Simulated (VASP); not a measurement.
# GaSb (CsCl type) (Pm-3m) in VASP: notebook, part 2 of 2

VASP 6.6.1. The steps go on from the part before.

**4. Single point, PBE (volume scaled by 0.72)**

Contents of INCAR:

```
PREC = Accurate ; ENCUT = 520
EDIFF = 1E-6 ; ISMEAR = -1
SIGMA = 0.1 ; LREAL = F
LASPH = T ; NELM = 100
ALGO = Normal ; ISIF = 2
LWAVE = F ; LCHARG = F
GGA = PE ; NBANDS = 16
```

Contents of KPOINTS:

```
regular mesh
0
Gamma
  13 13 13
```

Contents of POSCAR:

```
GaSb
1.0
    3.2375463701      0.0000000000      0.0000000000
    0.0000000000      3.2375463701      0.0000000000
    0.0000000000      0.0000000000      3.2375463701
Ga Sb
1 1
Direct
    0.0000000000      0.0000000000      0.0000000000
    0.5000000000      0.5000000000      0.5000000000
```

Potentials or basis: VASP PAW PBE potentials, release 64 (Ga_d, Sb).

Launch:

```bash
$ cat potpaw_PBE.64/Ga_d/POTCAR potpaw_PBE.64/Sb/POTCAR > POTCAR
$ mpirun -np 1 vasp_std > vasp.out
```

OUTCAR:

```text
PREC = Accurate
   ENCUT = 520
   EDIFF = 1E-6
   ISMEAR = -1
   LREAL = F
   LASPH = T
   NELM = 100
   ISIF = 2
   GGA = PE

 ion  position               nearest neighbor table
   1  0.000  0.000  0.000-   2 2.80   2 2.80   2 2.80   2 2.80   2 2.80   2 2.80   2 2.80   2 2.80

   2  0.500  0.500  0.500-   1 2.80   1 2.80   1 2.80   1 2.80   1 2.80   1 2.80   1 2.80   1 2.80

  LATTYP: Found a simple cubic cell.
 ALAT       =     3.2375463701

  Lattice vectors:

 A1 = (   3.2375463701,   0.0000000000,   0.0000000000)
 A2 = (   0.0000000000,   3.2375463701,   0.0000000000)
 A3 = (   0.0000000000,   0.0000000000,   3.2375463701)

Analysis of symmetry for initial positions (statically):
=====================================================================
 Subroutine PRICEL returns:
 Original cell was already a primitive cell.

 Routine SETGRP: Setting up the symmetry group for a
 simple cubic supercell.

 Subroutine GETGRP returns: Found 48 space group operations
[... 9 lines left out ...]

 Routine SETGRP: Setting up the symmetry group for a
 simple cubic supercell.

 Subroutine GETGRP returns: Found 48 space group operations
[... 11 lines left out ...]
                                     Primitive cell

  volume of cell :      33.9350

  direct lattice vectors                    reciprocal lattice vectors
     3.237546370  0.000000000  0.000000000     0.308875885  0.000000000  0.000000000
     0.000000000  3.237546370  0.000000000     0.000000000  0.308875885  0.000000000
     0.000000000  0.000000000  3.237546370     0.000000000  0.000000000  0.308875885

  length of vectors
     3.237546370  3.237546370  3.237546370     0.308875885  0.308875885  0.308875885

  position of ions in fractional coordinates (direct lattice)
     0.000000000  0.000000000  0.000000000
     0.500000000  0.500000000  0.500000000

  ion indices of the primitive-cell ions
   primitive index   ion index
                 1           1
                 2           2

[... 88 lines left out ...]
   IALGO  =     38    algorithm
   IMIX   =      4    mixing-type and parameters
     AMIX     =   0.40;   BMIX     =  1.00
     AMIX_MAG =   1.60;   BMIX_MAG =  1.00
  volume/ion in A,a.u.               =      16.97       114.50
  Fermi-wavevector in a.u.,A,eV,Ry     =   1.325205  2.504274 23.894113  1.756168
  Thomas-Fermi vector in A             =   2.454683
   LORBIT       =      0    0 simple, 1 ext, 2 COOP (PROOUT), +10 PAW based schemes
   GGA     = PE    functional components
   LHFCALC =     F    Hartree Fock is set to
   AEXX    =    0.0000 exact exchange contribution
   IVDW    =     0    specifies the selected vdW correction
   LEPSILON=     F    determine dielectric tensor
   LRPA    =     F    only Hartree local field effects (RPA)
 non-spin polarized calculation
  energy-cutoff  :      520.00
  volume of cell :       33.94
 maximum number of plane-waves:       929
   NGX = 13   NGY = 13   NGZ = 13

 number of electron      18.0000019 magnetization

 Free energy of the ion-electron system (eV)
  ---------------------------------------------------
  ext. energy  EPLUGINS =         0.00000000
  ---------------------------------------------------
  free energy    TOTEN  =        -5.71783658 eV

  energy without entropy =       -5.69168511  energy(sigma->0) =       -5.70476084

 E-fermi :  11.2898     XC(G=0): -12.0112

 val. band max:       11.2802668238   @ k =   0.3846   0.3846   0.3846
 cond. band min:      11.2923855830   @ k =   0.3846   0.0769   0.0769
 fundamental gap:      0.0121187592
 Fermi energy:        11.2897520378

 k-point     1 :       0.0000    0.0000    0.0000
  band No.  band energies     occupation
      1      -4.0475      2.00000
      2      -4.0475      2.00000
      3      -3.9121      2.00000
      4      -3.9121      2.00000
      5      -3.9121      2.00000
      6      -3.7017      2.00000
[... 433 lines left out ...]
      3      -3.9596      2.00000
      4      -3.9433      2.00000
      5      -3.8871      2.00000
      6      -0.0786      2.00000
[... 8 lines left out ...]
     15      22.2193      0.00000
     16      23.7762      0.00000

 [... further k-points ...]

------------------------ aborting loop because EDIFF is reached ----------------------------------------

  FORCE on cell =-STRESS in cart. coord.  units (eV):
  Direction    XX          YY          ZZ          XY          YZ          ZX
  --------------------------------------------------------------------------------------
  -------------------------------------------------------------------------------------
  Total        7.7071548      7.7071548      7.7071548      0.0000000     -0.0000000      0.0000000
  in kB      363.8787335    363.8787335    363.8787335      0.0000000     -0.0000000      0.0000000
  external PRESSURE =     363.8787335 kB  Pullay stress =       0.0000000 kB

 VOLUME and BASIS-vectors are now :
 -----------------------------------------------------------------------------
  energy-cutoff  :      520.00
  volume of cell :       33.94
      direct lattice vectors                 reciprocal lattice vectors
     3.237546370  0.000000000  0.000000000     0.308875885  0.000000000  0.000000000
     0.000000000  3.237546370  0.000000000     0.000000000  0.308875885  0.000000000
     0.000000000  0.000000000  3.237546370     0.000000000  0.000000000  0.308875885

 POSITION                                       TOTAL-FORCE (eV/Angst)
 -----------------------------------------------------------------------------------
      0.00000      0.00000      0.00000         0.000000      0.000000      0.000000
      1.61877      1.61877      1.61877         0.000000      0.000000      0.000000
 -----------------------------------------------------------------------------------
    total drift:                                0.000000      0.000000      0.000000

  FREE ENERGIE OF THE ION-ELECTRON SYSTEM (eV)
  ---------------------------------------------------
  free  energy   TOTEN  =        -5.7178365774 eV

  energy  without entropy=       -5.6916851096  energy(sigma->0) =       -5.70476084
```

OSZICAR:

```text
N       E                     dE             d eps       ncg     rms          rms(c)
DAV:   1     0.806923371633E+02    0.80692E+02   -0.85528E+03  2808   0.166E+03
DAV:   2    -0.431701047475E+00   -0.81124E+02   -0.78115E+02  3048   0.314E+02
DAV:   3    -0.568730513731E+01   -0.52556E+01   -0.52319E+01  3232   0.608E+01
DAV:   4    -0.575723670794E+01   -0.69932E-01   -0.69913E-01  3352   0.754E+00
DAV:   5    -0.575875686326E+01   -0.15202E-02   -0.15201E-02  3592   0.104E+00    0.360E+00
DAV:   6    -0.573013878065E+01    0.28618E-01   -0.32706E-02  3552   0.423E+00    0.206E+00
DAV:   7    -0.571836358785E+01    0.11775E-01   -0.10360E-02  4112   0.160E+00    0.233E-01
DAV:   8    -0.571783872941E+01    0.52486E-03   -0.11586E-03  3656   0.608E-01    0.262E-02
DAV:   9    -0.571783883398E+01   -0.10457E-06   -0.74497E-05  3224   0.766E-02    0.171E-02
DAV:  10    -0.571783677211E+01    0.20619E-05   -0.24522E-06  3664   0.227E-02    0.210E-03
DAV:  11    -0.571783657738E+01    0.19473E-06   -0.41711E-07  2224   0.846E-03
   1 F= -.57178366E+01 E0= -.57047608E+01  d E =-.261515E-01
```

It took 14 s on 1 thread of Intel Xeon Platinum 8375C at 2.90GHz (Ice Lake), shared host; peak memory 0.17 GiB.

What came out:

- Free energy: -5.7178 eV
- Pressure: 36.4 GPa
- Band gap on the k mesh: zero (band 9 reaches 13.63 eV, above the bottom of band 10 at 8.26 eV)

Levels at points of the mesh, in eV from the Fermi level:
| k point | band 6 | band 7 | band 8 | band 9 | band 10 | band 11 | band 12 | band 13 |
| --- | --- | --- | --- | --- | --- | --- | --- | --- |
| (0.00, 0.00, 0.00) | -14.99 | -0.99 | -0.99 | -0.99 | 0.04 | 3.78 | 3.78 | 12.07 |

Caveat: spin-orbit coupling is left out, which moves the levels of the heavy elements.
